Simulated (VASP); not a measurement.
Crystal: Co2IrN3.

```
CELL_PARAMETERS angstrom
2.78177 0.00000 0.00000
-1.39089 2.40909 0.00000
0.00000 0.00000 16.03824
ATOMIC_POSITIONS crystal
Co 0.33333 0.66667 0.92800
Co 0.66667 0.33333 0.42800
Co 0.66667 0.33333 0.07200
Co 0.33333 0.66667 0.57200
Ir 0.00000 0.00000 0.25000
Ir 0.00000 0.00000 0.75000
N 0.00000 0.00000 0.50000
N 0.00000 0.00000 0.00000
N 0.33333 0.66667 0.36500
N 0.66667 0.33333 0.86500
N 0.66667 0.33333 0.63500
N 0.33333 0.66667 0.13500
```

| Item | Value |
| --- | --- |
| Program | VASP 6.6.1 |
| Task | relaxation of cell and atoms |
| Functional | PBE |
| Potentials or basis | VASP PAW PBE potentials, release 64 (Co, Ir, N) |
| Cutoff | 600 eV |
| k mesh | 6 × 6 × 1 |
| Occupations | gaussian, width 0.1 eV |
| Spin | no spin polarisation |

At the start: pressure 4.3 GPa; volume 8.96 Å³/atom.

**Question.** Where does the relaxation end?

**Answer.** Over 9 steps the energy falls by 18.8 meV/atom and the volume is 9.05 Å³/atom (+1.0 %); space group P6_3/mmc (No. 194, to 0.1 Å) before and after.

The path:
| step | energy change (eV) | largest force (eV/Å) | pressure (GPa) | volume (Å³) |
| --- | --- | --- | --- | --- |
| 1 | 0.0000 | 0.5719 | 4.34 | 107.48 |
| 2 | -0.0980 | 0.4697 | -6.36 | 111.29 |
| 3 | -0.1052 | 0.4941 | -4.32 | 110.49 |
| 4 | -0.2111 | 0.1548 | -1.93 | 109.41 |
| 5 | -0.2243 | 0.0485 | -0.62 | 108.93 |
| 6 | -0.2243 | 0.0614 | -0.70 | 108.89 |
| 7 | -0.2251 | 0.0537 | 0.56 | 108.39 |
| 8 | -0.2254 | 0.0452 | 0.17 | 108.57 |
| 9 | -0.2257 | 0.0224 | -0.10 | 108.60 |

Final structure:
```xyz
12
Lattice="2.7543 0.0000 0.0000 -1.3771 2.3853 0.0000 0.0000 0.0000 16.5312" Properties=species:S:1:pos:R:3 pbc="T T T"
Co    0.0000    1.5902   15.2704
Co    1.3771    0.7951    7.0048
Co    1.3771    0.7951    1.2608
Co    0.0000    1.5902    9.5264
Ir    0.0000    0.0000    4.1328
Ir    0.0000    0.0000   12.3984
N     0.0000    0.0000    8.2656
N     0.0000    0.0000    0.0000
N     0.0000    1.5902    5.9768
N     1.3771    0.7951   14.2424
N     1.3771    0.7951   10.5544
N     0.0000    1.5902    2.2888
```

Caveat: the k points lie up to 0.44 Å⁻¹ apart in the final cell; the run has no spin polarisation, though such a crystal can be magnetic.
